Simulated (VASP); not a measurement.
A run of VASP 6.6.1 is set up as follows.

INCAR

```
ALGO = Normal ; EDIFF = 1E-7
EDIFFG = -0.002 ; ENCUT = 750
GGA = PS ; GGA_COMPAT = False
IBRION = 2 ; ISIF = 3
ISMEAR = 0 ; LASPH = True
LCHARG = False ; LREAL = False
LWAVE = False ; NELM = 120
NELMIN = 4 ; NSW = 100
PREC = Accurate ; PSTRESS = 20.0
SIGMA = 0.01
```

The input KPOINTS:

```
k-points
0
Gamma
  6 6 6
```

File POSCAR:

```
Li2Se
1.0
    0.0000000000      2.9723716869      2.9723716869
    2.9723716869      0.0000000000      2.9723716869
    2.9723716869      2.9723716869      0.0000000000
Li Se
2 1
Direct
    0.2500000000      0.2500000000      0.2500000000
    0.7500000000      0.7500000000      0.7500000000
    0.0000000000      0.0000000000      0.0000000000
```

Potentials or basis: VASP PAW PBE potentials, release 64 (Li_sv, Se).

Launch:

```bash
$ cat potpaw_PBE.64/Li_sv/POTCAR potpaw_PBE.64/Se/POTCAR > POTCAR
$ mpirun -np 1 vasp_std > vasp.out
```

Task: What does it give for the relaxed volume?

Result: 16.66 Å³/atom.

Task: Predict the relaxed cell.

Result: a = 4.134 Å, b = 4.134 Å, c = 4.134 Å, α = 60.00°, β = 60.00°, γ = 60.00°.

Task: Predict the band gap on the k mesh.

Result: 2.76 eV, indirect (least direct gap 3.58 eV).

The path:
```tsv
step	energy change (eV)	largest force (eV/Å)	pressure (GPa)	volume (Å³)
1	0.0000	0.0000	0.02	52.52
2	0.0061	0.0000	1.22	50.89
3	0.0153	0.0000	1.98	49.97
```

Caveat: the cell is relaxed towards a set pressure, so the enthalpy falls and the energy may rise; the PAW data sets were made with another functional, which shifts forces and pressure a little. A k mesh can miss the band edges.
